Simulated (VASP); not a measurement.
Runs of VASP 6.6.1 on SnO2. The structure is that of space group P4_2/mnm (No. 136), or close to it. The cells are those of the table. 

```csv
task,cell,cutoff (eV),smearing,gap on the mesh (eV),pressure (GPa),largest force (eV/Å)
single point,"a = 4.769, b = 4.770, c = 3.212 Å, 6 atoms",520,gaussian 0.02 eV,(c),0.6,0.02
single point,"a = 4.669, b = 4.669, c = 3.405 Å, 6 atoms",520,gaussian 0.02 eV,0.53,-4.4,-
single point,"a = 4.697, b = 4.699, c = 3.405 Å, 6 atoms",520,gaussian 0.02 eV,0.40,-6.5,0.06
single point,"a = 4.769, b = 4.770, c = 3.019 Å, 6 atoms",520,gaussian 0.02 eV,1.71,(a),0.03
single point,"a = 4.701, b = 4.701, c = 3.340 Å, 6 atoms",520,gaussian 0.02 eV,(b),-2.9,-
relaxation of cell and atoms,"relaxed from a = 4.788, b = 4.867, c = 3.241 Å, 6 atoms",600,gaussian 0.02 eV,0.89,0.0,-
single point,"a = 4.721, b = 4.722, c = 3.340 Å, 6 atoms",520,gaussian 0.02 eV,0.56,(d),0.08
single point,"a = 4.669, b = 4.669, c = 3.405 Å, 6 atoms",600,methfessel-paxton 0.02 eV,0.53,-4.6,-
```

Alike in all rows: level PBEsol; potentials or basis VASP PAW PBE potentials, release 64 (Sn_d, O); no spin polarisation; k mesh 6 × 6 × 8.

Problem. Fill in the values left out.

Solution. (a) 17.2; (b) 0.65; (c) 0.91; (d) -4.5.

Caveats: the PAW data sets were made with another functional, which shifts forces and pressure a little; spin-orbit coupling is left out, which moves the levels of the heavy elements.

A k mesh can miss the band edges, and the runs leave out spin-orbit coupling on Sn.
